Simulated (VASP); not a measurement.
# Ag: single point with PBE

Ag:

```xyz
1
Lattice="0.0000 2.0427 2.0427 2.0427 0.0000 2.0427 2.0427 2.0427 0.0000" Properties=species:S:1:pos:R:3 pbc="T T T"
Ag    0.0000    0.0000    0.0000
```

```yaml
Program: VASP 6.6.1
Task: single point
Functional: PBE
Potentials_or_basis: VASP PAW PBE potentials, release 64 (Ag)
Cutoff: 520 eV
k_mesh: 12 × 12 × 12
Occupations: methfessel-paxton, width 0.1 eV
Spin: no spin polarisation
```

```json
{"Pressure": "4.7 GPa"}
```

Levels at points of the mesh, in eV from the Fermi level:
```csv
k point,band 3,band 4,band 5,band 6,band 7,band 8,band 9,band 10
"(0.00, 0.00, 0.00)",-4.77,-4.77,-3.74,-3.74,16.06,19.64,19.64,19.64
"(0.50, 0.00, 0.00)",-4.79,-2.94,-2.94,-0.37,3.64,15.29,17.91,17.91
"(0.50, 0.50, 0.00)",-2.97,-2.73,-2.73,1.64,6.78,10.70,10.70,17.22
```

Run time: 12 s on 1 thread of Intel Xeon 8259CL, on a shared host, peak memory 0.15 GiB.
